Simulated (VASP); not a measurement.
Crystal: Tl.

```
Tl
1.0
     0.00000    2.46634    2.46634
     2.46634    0.00000    2.46634
     2.46634    2.46634    0.00000
Tl
1
Direct
  0.00000 0.00000 0.00000
```

This isn't the form of Tl at room conditions, which is hcp.

| Property | Result |
| --- | --- |
| Program | VASP 6.6.1 |
| Task | relaxation of cell and atoms |
| Functional | pbe exchange, pbesol correlation |
| Potentials or basis | VASP PAW PBE potentials, release 64 (Tl_d) |
| Cutoff | 500 eV |
| k mesh | 9 × 9 × 9 |
| Occupations | fermi-dirac, width 0.1 eV |
| Spin | collinear spin |
| Starting moments | [0.5] μB |

At the start: pressure 1.8 GPa; volume 30.00 Å³/atom.

Question: Where does the relaxation end?

Answer: Over 3 steps the energy falls by 9.8 meV/atom and the volume is 31.85 Å³/atom (+6.2 %); space group Fm-3m (No. 225, to 0.1 Å) before and after; moment 0.00 μB per cell.

Step by step:
| step | energy change (eV) | largest force (eV/Å) | pressure (GPa) | volume (Å³) |
| --- | --- | --- | --- | --- |
| 1 | 0.0000 | 0.0000 | 1.80 | 30.00 |
| 2 | -0.0094 | 0.0000 | 0.30 | 31.49 |
| 3 | -0.0098 | 0.0000 | 0.01 | 31.85 |

Final structure:
```cif
data_structure
_symmetry_space_group_name_H-M 'P 1'
_symmetry_Int_Tables_number 1
_cell_length_a 3.5582
_cell_length_b 3.5582
_cell_length_c 3.5582
_cell_angle_alpha 60.000
_cell_angle_beta 60.000
_cell_angle_gamma 60.000
_cell_volume 31.85
loop_
_atom_site_label
_atom_site_type_symbol
_atom_site_fract_x
_atom_site_fract_y
_atom_site_fract_z
_atom_site_occupancy
Tl1 Tl 0.00000 0.00000 0.00000 1
```

Caveat: the PAW data sets were made with another functional, which shifts forces and pressure a little.
